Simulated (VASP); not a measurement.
## Cu: single point with PBEsol

The system is Cu.

```
Cu
1.0
     0.00000    1.82796    1.82796
     1.82796    0.00000    1.82796
     1.82796    1.82796    0.00000
Cu
1
Cartesian
  0.0000 0.0000 0.0000
```

```json
{
 "Program": "VASP 6.6.1",
 "Task": "single point",
 "Functional": "PBEsol",
 "Potentials or basis": "VASP PAW PBE potentials, release 64 (Cu)",
 "Cutoff": "520 eV",
 "k mesh": "24 × 24 × 24",
 "Occupations": "gaussian, width 0.15 eV",
 "Spin": "no spin polarisation",
 "Dipole correction": "no",
 "Further INCAR settings": "ALGO = Normal; EDIFF = 1e-06; NBANDS = 12"
}
```

```json
{
 "Pressure": "-10.0 GPa",
 "Band gap on the k mesh": "zero (an odd number of electrons rules out a gap without spin polarisation)"
}
```

Levels at points of the mesh, in eV from the Fermi level:
```csv
k point,band 3,band 4,band 5,band 6,band 7,band 8,band 9,band 10
"(0.00, 0.00, 0.00)",-2.92,-2.92,-2.13,-2.13,22.31,24.67,24.67,24.67
"(0.50, 0.00, 0.00)",-2.95,-1.59,-1.59,-0.94,3.57,20.82,21.50,21.50
"(0.50, 0.50, 0.00)",-1.61,-1.46,-1.46,1.48,6.86,12.77,12.77,17.21
```

It took 30 s on 1 thread of AMD EPYC 9R45 96-Core Processor (Zen 5), with other jobs on the host, peak memory 0.14 GiB.

Caveat: the cell stands under tension; the PAW data sets were made with another functional, which shifts forces and pressure a little.
